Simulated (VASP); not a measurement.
# AlN (Cc) in VASP: notebook

AlN is run at these levels: LDA; tasks: single point.

All numbers are computed with VASP 6.6.1; they aren't measurements. Logs are shortened: lines on timing, memory, paths and dates and some standing lists are left out, and cuts for length are marked.

## Step 1: The cell of the first run

The structure is monoclinic, space group Cc (No. 9). The conventional cell has a = 3.123 Å, b = 5.350 Å, c = 4.934 Å, α = 90.00°, β = 107.17°, γ = 90.00°. Within 2.4 Å of Al (site symmetry 1) lie 4 N at 1.84 to 1.98 Å. N (site symmetry 1) has 4 Al at 1.84 to 1.98 Å within 2.4 Å.

## Step 2: Single point, LDA (engineering shear strain xz -0.3000, normal strain along z -0.0133)

The input, INCAR:

```
  PREC = Accurate
  ENCUT = 520
  EDIFF = 1E-7
  ISMEAR = 0
  SIGMA = 0.05
  LREAL = False
  LASPH = True
  NELM = 60
  ALGO = Normal
  ISIF = 2
  LWAVE = False
  LCHARG = False
  NBANDS = 16
```

The input, KPOINTS:

```
Automatic mesh
0
Gamma
  9 9 6
```

The input, POSCAR:

```
AlN
1.0
    3.0886152983      0.0000000000     -0.4632922947
   -1.5443076491      2.6748193108      0.2316461474
   -0.7415376399      0.0000000000      4.8778345953
Al N
2 2
Direct
    0.3515302622      0.6646135641      0.0067097859
    0.6869166982      0.3353864359      0.5067097859
    0.3247989885      0.6880449374      0.3782902141
    0.6367540511      0.3119550626      0.8782902141
```

Potentials or basis: VASP PAW LDA potentials, release 64 (Al, N).

Started as:

```bash
cat potpaw_LDA.64/Al/POTCAR potpaw_LDA.64/N/POTCAR > POTCAR
mpirun -np 1 vasp_std > vasp.out
```

OUTCAR:

```text
PREC = Accurate
   ENCUT = 520
   EDIFF = 1E-7
   ISMEAR = 0
   LREAL = False
   LASPH = True
   NELM = 60
   ISIF = 2

 ion  position               nearest neighbor table
   1  0.352  0.665  0.007-   4 1.84   4 1.87   3 1.87   4 1.98   2 2.65   2 2.65   2 3.05   2 3.05

   2  0.687  0.335  0.507-   3 1.84   3 1.87   4 1.87   3 1.98   1 2.65   1 2.65   1 3.05   1 3.05

   3  0.325  0.688  0.378-   2 1.84   2 1.87   1 1.87   2 1.98
   4  0.637  0.312  0.878-   1 1.84   1 1.87   2 1.87   1 1.98

  LATTYP: Found a base centered monoclinic cell.
 ALAT       =     3.1231689373
 B/A-ratio  =     1.7128880086
 C/A-ratio  =     1.5797664882
 COS(beta)  =    -0.2952877702

  Lattice vectors:

 A1 = (   1.5443076491,  -2.6748193108,  -0.2316461474)
 A2 = (   1.5443076492,   2.6748193108,  -0.2316461473)
 A3 = (  -0.7415376399,   0.0000000000,   4.8778345953)

Analysis of symmetry for initial positions (statically):
=====================================================================
 Subroutine PRICEL returns:
 Original cell was already a primitive cell.

 Routine SETGRP: Setting up the symmetry group for a
 base centered monoclinic supercell.

 Subroutine GETGRP returns: Found  2 space group operations
 (whereof  1 operations were pure point group operations)
 out of a pool of  4 trial point group operations.

The static configuration has the point symmetry C_1 .
 The point group associated with its full space group is C_1h.

Analysis of symmetry for dynamics (positions and initial velocities):
=====================================================================
 Subroutine PRICEL returns:
 Original cell was already a primitive cell.

 Routine SETGRP: Setting up the symmetry group for a
 base centered monoclinic supercell.

 Subroutine GETGRP returns: Found  2 space group operations
 (whereof  1 operations were pure point group operations)
 out of a pool of  4 trial point group operations.

The dynamic configuration has the point symmetry C_1 .
 The point group associated with its full space group is C_1h.

 Subroutine INISYM returns: Found  2 space group operations
 (whereof  1 operations are pure point group operations),
 and found     1 'primitive' translations

----------------------------------------------------------------------------------------

                                     Primitive cell
[... 89 lines left out ...]
   ISPIN  =      1    spin polarized calculation?
   LNONCOLLINEAR =      F non collinear calculations
   LSORBIT =      F    spin-orbit coupling
   LASPH  =      T    aspherical Exc in radial PAW
   ENCUT  =  520.0 eV  38.22 Ry    6.18 a.u.   5.81  5.76  9.17*2*pi/ulx,y,z
   NELM   =     60;   NELMIN=  2; NELMDL= -5     # of ELM steps
   EDIFF  = 0.1E-06   stopping-criterion for ELM
   LREAL  =      F    real-space projection
   EDIFFG = 0.1E-05   stopping-criterion for IOM
   NSW    =      0    number of steps for IOM
   IBRION =     -1    ionic relax: 0-MD 1-quasi-New 2-CG
   NFREE  =      0    steps in history (QN), initial steepest desc. (CG)
   ISIF   =      2    stress and relaxation
   ISYM   =      2    0-nonsym 1-usesym 2-fastsym
   POTIM  = 0.5000    time-step for ionic-motion
   TEBEG  =    0.0;   TEEND  =   0.0 temperature during run
   PSTRESS=    0.0 pullay stress
   NELECT =      16.0000    total number of electrons
   NUPDOWN=      -1.0000    fix difference up-down
   EMIN   =  10.00;   EMAX   =-10.00  energy-range for DOS
   EFERMI =   0.00;   METHOD = LEGACY
   ISMEAR =     0;   SIGMA  =   0.05  broadening in eV -4-tet -1-fermi 0-gaus
   EFERMI_NEDOS =   21; number of points for ismear=-14 and -15
   IALGO  =     38    algorithm
   IMIX   =      4    mixing-type and parameters
     AMIX     =   0.40;   BMIX     =  1.00
     AMIX_MAG =   1.60;   BMIX_MAG =  1.00
  volume/ion in A,a.u.               =       9.84        66.44
  Fermi-wavevector in a.u.,A,eV,Ry     =   1.212530  2.291349 20.003670  1.470228
  Thomas-Fermi vector in A             =   2.348011
   LORBIT       =      0    0 simple, 1 ext, 2 COOP (PROOUT), +10 PAW based schemes
   GGA     = CA    functional components
   LHFCALC =     F    Hartree Fock is set to
   AEXX    =    0.0000 exact exchange contribution
   IVDW    =     0    specifies the selected vdW correction
   LEPSILON=     F    determine dielectric tensor
   LRPA    =     F    only Hartree local field effects (RPA)
 non-spin polarized calculation
 Gauss-broadening in eV      SIGMA  =   0.05
  energy-cutoff  :      520.00
  volume of cell :       39.38
 maximum number of plane-waves:      1074
   NGX = 11   NGY = 11   NGZ = 19

 number of electron      16.0000001 magnetization

 Free energy of the ion-electron system (eV)
  ---------------------------------------------------
  ext. energy  EPLUGINS =         0.00000000
  ---------------------------------------------------
  free energy    TOTEN  =       -31.50522379 eV

  energy without entropy =      -31.50522379  energy(sigma->0) =      -31.50522379

 E-fermi :   7.8989     XC(G=0): -11.5591

 val. band max:        7.6217981234   @ k =   0.0000   0.0000   0.0000
 cond. band min:      10.3348278745   @ k =   0.0000   0.0000   0.0000
 fundamental gap:      2.7130297511
 Fermi energy:         7.8989049489

 k-point     1 :       0.0000    0.0000    0.0000
  band No.  band energies     occupation
      1      -8.8138      2.00000
      2      -6.0529      2.00000
      3       0.4578      2.00000
      4       5.3991      2.00000
      5       5.8203      2.00000
      6       5.8644      2.00000
[... 433 lines left out ...]
      3       1.2634      2.00000
      4       2.3086      2.00000
      5       3.0320      2.00000
      6       4.2753      2.00000
[... 8 lines left out ...]
     15      21.8678      0.00000
     16      23.1888      0.00000

 [... further k-points ...]
[... 5 lines left out ...]
  --------------------------------------------------------------------------------------
  -------------------------------------------------------------------------------------
  Total       -3.2667862      1.6977352      5.5438877      0.0000000      0.0000000      7.8926652
  in kB     -132.9119296     69.0737767    225.5577046      0.0000000      0.0000000    321.1196831
  external PRESSURE =      53.9065172 kB  Pullay stress =       0.0000000 kB

 VOLUME and BASIS-vectors are now :
 -----------------------------------------------------------------------------
  energy-cutoff  :      520.00
  volume of cell :       39.38
      direct lattice vectors                 reciprocal lattice vectors
     3.088615298  0.000000000 -0.463292295     0.331324982  0.186928514  0.050368650
    -1.544307649  2.674819311  0.231646147     0.000000000  0.373857029  0.000000000
    -0.741537640  0.000000000  4.877834595     0.031468946 -0.000000000  0.209792970

 POSITION                                       TOTAL-FORCE (eV/Angst)
 -----------------------------------------------------------------------------------
      0.05440      1.77772      0.02382         0.027781     -0.019737     -0.008880
      1.22794      0.89710      2.23109         0.027781      0.019737     -0.008880
     -0.33989      1.84040      1.85414        -0.027781     -0.009897      0.008880
      0.83365      0.83442      4.06141        -0.027781      0.009897      0.008880
 -----------------------------------------------------------------------------------
    total drift:                               -0.000044      0.000000      0.000895

  FREE ENERGIE OF THE ION-ELECTRON SYSTEM (eV)
  ---------------------------------------------------
  free  energy   TOTEN  =       -31.5052237856 eV

  energy  without entropy=      -31.5052237856  energy(sigma->0) =      -31.50522379
```

It took 67 s on 1 thread of Intel Xeon Platinum 8259CL at 2.50GHz (Skylake/Cascade Lake), shared host; peak memory 0.19 GiB.

Results:

| Quantity | Value |
| --- | --- |
| Free energy | -31.5052 eV |
| Pressure | 5.4 GPa |
| Largest force | 0.035 eV/Å |
| Band gap on the k mesh | 2.71 eV, direct |

Forces on the atoms (eV/Å):
```
Al   0.028 -0.020 -0.009
Al   0.028  0.020 -0.009
N   -0.028 -0.010  0.009
N   -0.028  0.010  0.009
```

Levels at points of the mesh, in eV from the valence-band top:
| k point | band 5 | band 6 | band 7 | band 8 | band 9 | band 10 | band 11 | band 12 |
| --- | --- | --- | --- | --- | --- | --- | --- | --- |
| (0.00, 0.00, 0.00) | -1.80 | -1.76 | -1.21 | 0.00 | 2.71 | 5.27 | 8.22 | 9.29 |
| (0.00, 0.00, 0.50) | -2.07 | -2.07 | -1.13 | -1.13 | 4.54 | 4.54 | 9.40 | 9.40 |

Caveat: the cell differs from its parent crystal (engineering shear strain xz -0.3000, normal strain along z -0.0133). A k mesh can miss the band edges.

## Step 3: Single point, LDA (engineering shear strain xz -0.2000, normal strain along z -0.0267)

The input, INCAR:

```
ALGO = Normal ; EDIFF = 1E-6
ENCUT = 520 ; GGA = CA
ISIF = 2 ; ISMEAR = 0
LASPH = T ; LCHARG = F
LREAL = F ; LWAVE = F
NBANDS = 16 ; NELM = 100
PREC = Accurate ; SIGMA = 0.05
```

The input, KPOINTS:

```
k-points
0
Gamma
  9 9 6
```

The input, POSCAR:

```
AlN
1.0
    3.0886152983      0.0000000000     -0.3088615298
   -1.5443076491      2.6748193108      0.1544307649
   -0.4943584266      0.0000000000      4.8115905661
Al N
2 2
Direct
    0.3446265155      0.6658674990      0.0011987151
    0.6787590165      0.3341325010      0.5011987151
    0.3264555130      0.6762965580      0.3838012849
    0.6501589550      0.3237034420      0.8838012849
```

Potentials or basis: VASP PAW LDA potentials, release 64 (Al, N).

Started as:

```bash
cat potpaw_LDA.64/Al/POTCAR potpaw_LDA.64/N/POTCAR > POTCAR
mpirun -np 1 vasp_std > vasp.out
```

Wall time 48 s (1 thread of Intel Xeon Platinum 8259CL at 2.50GHz (Skylake/Cascade Lake), shared host); peak memory 0.18 GiB.

The run converged. Its results:

| Item | Value |
| --- | --- |
| Free energy | -32.1604 eV |
| Pressure | 7.3 GPa |
| Largest force | 0.024 eV/Å |
| Band gap on the k mesh | 3.50 eV, direct |

Forces in eV/Å, atoms in the order of the input:
```
Al   0.020 -0.008 -0.009
Al   0.020  0.008 -0.009
N   -0.020 -0.006  0.009
N   -0.020  0.006  0.009
```

Stress tensor (GPa, compression positive):
```
-3.08  0.00 24.18
 0.00  6.56  0.00
24.18  0.00 18.36
```

Levels at points of the mesh, in eV from the valence-band top:
| k point | band 4 | band 5 | band 6 | band 7 | band 8 | band 9 | band 10 | band 11 | band 12 | band 13 |
| --- | --- | --- | --- | --- | --- | --- | --- | --- | --- | --- |
| (0.00, 0.00, 0.00) | -1.88 | -1.70 | -1.47 | -1.04 | 0.00 | 3.50 | 5.82 | 9.23 | 9.88 | 10.34 |
| (0.00, 0.00, 0.50) | -3.92 | -1.75 | -1.75 | -1.10 | -1.10 | 5.45 | 5.45 | 9.79 | 9.79 | 10.06 |

Caveat: the cell differs from its parent crystal (engineering shear strain xz -0.2000, normal strain along z -0.0267). A k mesh can miss the band edges.
